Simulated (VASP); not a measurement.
# Si (C2/m) in VASP: single point with LDA

Aim: the single point of Si with LDA.

Everything below comes from runs of VASP 6.6.1. Logs are shortened: lines on timing, memory, paths and dates and some standing lists are left out, and cuts for length are marked.

### 1 The cell of the first run

It takes space group C2/m (No. 12, monoclinic). Conventional cell: a = 4.185 Å, b = 3.271 Å, c = 4.185 Å, α = 90.00°, β = 102.84°, γ = 90.00°. Si (site symmetry m) has 14 Si at 2.56 to 3.36 Å within 3.4 Å.

### 2 Single point, LDA (atoms displaced along a vibrational mode)

INCAR

```
PREC     = Accurate       # precision mode
ENCUT    = 520            # plane-wave cutoff, eV
EDIFF    = 1E-6           # SCF threshold, eV
ISMEAR   = 0              # smearing method
SIGMA    = 0.15           # smearing width, eV
LREAL    = F              # projectors in reciprocal space
LASPH    = T              # aspherical terms in the spheres
NELM     = 60             # most SCF steps
ALGO     = Normal         # electronic algorithm
ISIF     = 2              # what is computed and relaxed
LWAVE    = F              # write WAVECAR
LCHARG   = T              # write CHGCAR
GGA      = CA             # functional
LELF     = T              # ELF
LVHAR    = T            
NBANDS   = 11             # bands
```

KPOINTS

```
Automatic mesh
0
Gamma
  24 24 14
```

POSCAR

```
Si
1.0
   -1.6356629409     -1.6356629409      1.3048122898
   -1.6356629409      1.6356629409      1.3048122898
   -3.2713258818      0.0000000000     -2.6096245796
Si
2
Direct
    0.5115245507      0.5115245507      0.5015016495
   -0.0115245507     -0.0115245507     -0.0015016495
```

Potentials or basis: VASP PAW LDA potentials, release 64 (Si).

Launch:

```bash
$ cat potpaw_LDA.64/Si/POTCAR > POTCAR
$ mpirun -np 1 vasp_std > vasp.out
```

OUTCAR:

```text
PREC = Accurate
   ENCUT = 520
   EDIFF = 1E-6
   ISMEAR = 0
   LREAL = F
   LASPH = T
   NELM = 60
   ISIF = 2
   GGA = CA

 ion  position               nearest neighbor table
   1  0.512  0.512  0.502-   2 2.56   2 2.63   2 2.63   2 2.66   2 2.68   2 2.68
   2  0.988  0.988  0.998-   1 2.56   1 2.63   1 2.63   1 2.66   1 2.68   1 2.68

  LATTYP: Found a base centered monoclinic cell.
 ALAT       =     4.1846999261
 B/A-ratio  =     0.7817348770
 C/A-ratio  =     1.0000000000
 COS(beta)  =    -0.2222188357

  Lattice vectors:

 A1 = (   1.6356629409,   1.6356629409,  -1.3048122898)
 A2 = (   1.6356629409,  -1.6356629409,  -1.3048122898)
 A3 = (  -3.2713258818,   0.0000000000,  -2.6096245796)

Analysis of symmetry for initial positions (statically):
=====================================================================
 Subroutine PRICEL returns:
 Original cell was already a primitive cell.

 Routine SETGRP: Setting up the symmetry group for a
 base centered monoclinic supercell.

 Subroutine GETGRP returns: Found  4 space group operations
 (whereof  2 operations were pure point group operations)
 out of a pool of  4 trial point group operations.

The static configuration has the point symmetry C_1h.
 The point group associated with its full space group is C_2h.

Analysis of symmetry for dynamics (positions and initial velocities):
=====================================================================
 Subroutine PRICEL returns:
 Original cell was already a primitive cell.

 Routine SETGRP: Setting up the symmetry group for a
 base centered monoclinic supercell.

 Subroutine GETGRP returns: Found  4 space group operations
 (whereof  2 operations were pure point group operations)
 out of a pool of  4 trial point group operations.

The dynamic configuration has the point symmetry C_1h.
 The point group associated with its full space group is C_2h.

 Subroutine INISYM returns: Found  4 space group operations
 (whereof  2 operations are pure point group operations),
 and found     1 'primitive' translations

----------------------------------------------------------------------------------------

                                     Primitive cell

  volume of cell :      27.9271

  direct lattice vectors                    reciprocal lattice vectors
    -1.635662941 -1.635662941  1.304812290    -0.152843226 -0.305686451  0.191598441
    -1.635662941  1.635662941  1.304812290    -0.152843226  0.305686451  0.191598441
    -3.271325882  0.000000000 -2.609624580    -0.152843226  0.000000000 -0.191598441

  length of vectors
     2.655809034  2.655809034  4.184699926     0.391810184  0.391810184  0.245093888

  position of ions in fractional coordinates (direct lattice)
     0.511524551  0.511524551  0.501501649
     0.988475449  0.988475449  0.998498351

  ion indices of the primitive-cell ions
   primitive index   ion index
                 1           1
                 2           2

----------------------------------------------------------------------------------------

 KPOINTS: Automatic mesh

Automatic generation of k-mesh.
 Grid dimensions read from file:
 generate k-points for:   24   24   14

 Generating k-lattice:

  Cartesian coordinates                     Fractional coordinates (reciprocal lattice)
    -0.006368468 -0.012736935  0.007983268     0.041666667  0.000000000 -0.000000000
    -0.006368468  0.012736935  0.007983268     0.000000000  0.041666667 -0.000000000
    -0.010917373  0.000000000 -0.013685603    -0.000000000 -0.000000000  0.071428571

  Length of vectors
     0.016325424  0.016325424  0.017506706

  Shift w.r.t. Gamma in fractional coordinates (k-lattice)
     0.000000000  0.000000000  0.000000000

 Subroutine IBZKPT returns following result:
 ===========================================

 Found   2114 irreducible k-points:

 Following reciprocal coordinates:
            Coordinates               Weight
  0.000000  0.000000  0.000000      1.000000
  0.041667 -0.000000  0.000000      4.000000
  0.083333 -0.000000  0.000000      4.000000
  0.125000 -0.000000  0.000000      4.000000
  0.166667 -0.000000  0.000000      4.000000
  0.208333 -0.000000  0.000000      4.000000
[... 16 lines left out ...]
  0.416667  0.041667  0.000000      4.000000
  0.458333  0.041667  0.000000      4.000000
 [... further k-points ...]
   k-points           NKPTS =   2114   k-points in BZ     NKDIM =   2114   number of bands    NBANDS=     11
   number of dos      NEDOS =    301   number of ions     NIONS =      2
   total plane-waves  NPLWV =  12800
   dimension x,y,z NGX =    20 NGY =   20 NGZ =   32
   dimension x,y,z NGXF=    40 NGYF=   40 NGZF=   64
   ions per type =               2
   NGX,Y,Z   is equivalent  to a cutoff of  12.52, 12.52, 12.71 a.u.
   NGXF,Y,Z  is equivalent  to a cutoff of  25.04, 25.04, 25.43 a.u.
 SYSTEM =  unknown system
   PREC   = accura    normal or accurate (medium, high low for compatibility)
   ISTART =      0    job   : 0-new  1-cont  2-samecut
   ICHARG =      2    charge: 1-file 2-atom 10-const
   ISPIN  =      1    spin polarized calculation?
   LNONCOLLINEAR =      F non collinear calculations
   LSORBIT =      F    spin-orbit coupling
   LASPH  =      T    aspherical Exc in radial PAW
   ENCUT  =  520.0 eV  38.22 Ry    6.18 a.u.   4.94  4.94  7.78*2*pi/ulx,y,z
   NELM   =     60;   NELMIN=  2; NELMDL= -5     # of ELM steps
   EDIFF  = 0.1E-05   stopping-criterion for ELM
   LREAL  =      F    real-space projection
   EDIFFG = 0.1E-04   stopping-criterion for IOM
   NSW    =      0    number of steps for IOM
   IBRION =     -1    ionic relax: 0-MD 1-quasi-New 2-CG
   NFREE  =      0    steps in history (QN), initial steepest desc. (CG)
   ISIF   =      2    stress and relaxation
   ISYM   =      2    0-nonsym 1-usesym 2-fastsym
   POTIM  = 0.5000    time-step for ionic-motion
   TEBEG  =    0.0;   TEEND  =   0.0 temperature during run
   PSTRESS=    0.0 pullay stress
   NELECT =       8.0000    total number of electrons
   NUPDOWN=      -1.0000    fix difference up-down
   EMIN   =  10.00;   EMAX   =-10.00  energy-range for DOS
   EFERMI =   0.00;   METHOD = LEGACY
   ISMEAR =     0;   SIGMA  =   0.15  broadening in eV -4-tet -1-fermi 0-gaus
   EFERMI_NEDOS =   21; number of points for ismear=-14 and -15
   IALGO  =     38    algorithm
   IMIX   =      4    mixing-type and parameters
     AMIX     =   0.40;   BMIX     =  1.00
     AMIX_MAG =   1.60;   BMIX_MAG =  1.00
  volume/ion in A,a.u.               =      13.96        94.23
  Fermi-wavevector in a.u.,A,eV,Ry     =   1.079186  2.039366 15.845920  1.164642
  Thomas-Fermi vector in A             =   2.215144
   LORBIT       =      0    0 simple, 1 ext, 2 COOP (PROOUT), +10 PAW based schemes
   GGA     = CA    functional components
   LHFCALC =     F    Hartree Fock is set to
   AEXX    =    0.0000 exact exchange contribution
   IVDW    =     0    specifies the selected vdW correction
   LEPSILON=     F    determine dielectric tensor
   LRPA    =     F    only Hartree local field effects (RPA)
 non-spin polarized calculation
 Gauss-broadening in eV      SIGMA  =   0.15
  energy-cutoff  :      520.00
  volume of cell :       27.93
 maximum number of plane-waves:       770
   NGX =  9   NGY =  9   NGZ = 15

 number of electron       8.0000000 magnetization

 Free energy of the ion-electron system (eV)
  ---------------------------------------------------
  ext. energy  EPLUGINS =         0.00000000
  ---------------------------------------------------
  free energy    TOTEN  =       -11.13143996 eV

  energy without entropy =      -11.12252682  energy(sigma->0) =      -11.12698339

 E-fermi :  10.5411     XC(G=0): -11.3956

 val. band max:       10.5405788709   @ k =   0.4583   0.1667  -0.0000
 cond. band min:      10.5427542743   @ k =  -0.3333   0.0833  -0.0000
 fundamental gap:      0.0021754035
 Fermi energy:        10.5410513943

 k-point     1 :       0.0000    0.0000    0.0000
  band No.  band energies     occupation
      1      -4.1482      2.00000
      2       4.1659      2.00000
      3       4.5905      2.00000
      4      15.2893      0.00000
      5      16.8147      0.00000
      6      16.9782      0.00000
      7      19.7388      0.00000
      8      19.9335      0.00000
      9      20.3765      0.00000
     10      20.4347      0.00000
     11      23.2645      0.00000

 k-point     2 :       0.0417   -0.0000    0.0000
  band No.  band energies     occupation
      1      -4.1097      2.00000
      2       4.1493      2.00000
      3       4.6800      2.00000
      4      14.7775      0.00000
      5      16.1581      0.00000
      6      17.8617      0.00000
      7      19.0171      0.00000
      8      20.1521      0.00000
      9      20.3237      0.00000
     10      21.1731      0.00000
     11      23.2774      0.00000

 k-point     3 :       0.0833   -0.0000    0.0000
  band No.  band energies     occupation
      1      -3.9942      2.00000
      2       4.1413      2.00000
      3       4.9064      2.00000
      4      13.5402      0.00000
      5      15.9405      0.00000
      6      17.8686      0.00000
      7      18.5405      0.00000
      8      20.1179      0.00000
      9      21.2262      0.00000
     10      21.9342      0.00000
     11      22.8861      0.00000
[... 267 lines left out ...]
 k-point    23 :       0.4167    0.0417    0.0000
  band No.  band energies     occupation
      1      -0.4654      2.00000
      2       3.4388      2.00000
      3       6.3548      2.00000
      4       9.5848      2.00000
      5       9.8609      2.00000
      6      13.6057      0.00000
      7      17.1980      0.00000
      8      17.7497      0.00000
      9      20.6408      0.00000
     10      21.6041      0.00000
     11      23.2449      0.00000

 k-point    24 :       0.4583    0.0417    0.0000
  band No.  band energies     occupation
      1       0.3050      2.00000
      2       2.4643      2.00000
      3       6.9050      2.00000
      4       8.9912      2.00000
      5      10.5121      1.21485
      6      12.5292      0.00000
      7      16.6524      0.00000
      8      17.9185      0.00000
      9      20.4761      0.00000
     10      21.7649      0.00000
     11      24.1249      0.00000

 [... further k-points ...]

------------------------ aborting loop because EDIFF is reached ----------------------------------------

  FORCE on cell =-STRESS in cart. coord.  units (eV):
  Direction    XX          YY          ZZ          XY          YZ          ZX
  --------------------------------------------------------------------------------------
  -------------------------------------------------------------------------------------
  Total       -0.0340993      0.0113306      0.0654637      0.0000000      0.0000000      0.0092011
  in kB       -1.9562770      0.6500372      3.7556535      0.0000000      0.0000000      0.5278656
  external PRESSURE =       0.8164712 kB  Pullay stress =       0.0000000 kB

 VOLUME and BASIS-vectors are now :
 -----------------------------------------------------------------------------
  energy-cutoff  :      520.00
  volume of cell :       27.93
      direct lattice vectors                 reciprocal lattice vectors
    -1.635662941 -1.635662941  1.304812290    -0.152843226 -0.305686451  0.191598441
    -1.635662941  1.635662941  1.304812290    -0.152843226  0.305686451  0.191598441
    -3.271325882  0.000000000 -2.609624580    -0.152843226  0.000000000 -0.191598441

 POSITION                                       TOTAL-FORCE (eV/Angst)
 -----------------------------------------------------------------------------------
     -3.31394      0.00000      0.02616         0.024622      0.000000     -0.017669
     -6.50004      0.00000     -0.02616        -0.024622      0.000000      0.017669
 -----------------------------------------------------------------------------------
    total drift:                               -0.000000      0.000000      0.000000

  FREE ENERGIE OF THE ION-ELECTRON SYSTEM (eV)
  ---------------------------------------------------
  free  energy   TOTEN  =       -11.1314399552 eV

  energy  without entropy=      -11.1225268162  energy(sigma->0) =      -11.12698339
```

Run time: 2.8 min. Hardware: 1 thread of AMD EPYC 9R45 (Zen 5), shared host; peak memory 0.52 GiB.

What came out:

```
Free energy            : -11.1314 eV
Pressure               : 0.1 GPa
Largest force          : 0.030 eV/Å
Band gap on the k mesh : zero (bands 4 and 5 overlap by 8.85 eV)
```

Forces on the atoms (eV/Å):
```
Si   0.025  0.000 -0.018
Si  -0.025  0.000  0.018
```

Stress tensor (GPa, compression positive):
```
-0.20  0.00  0.05
 0.00  0.07  0.00
 0.05  0.00  0.38
```

Caveat: the cell differs from its parent crystal (atoms displaced along a vibrational mode).
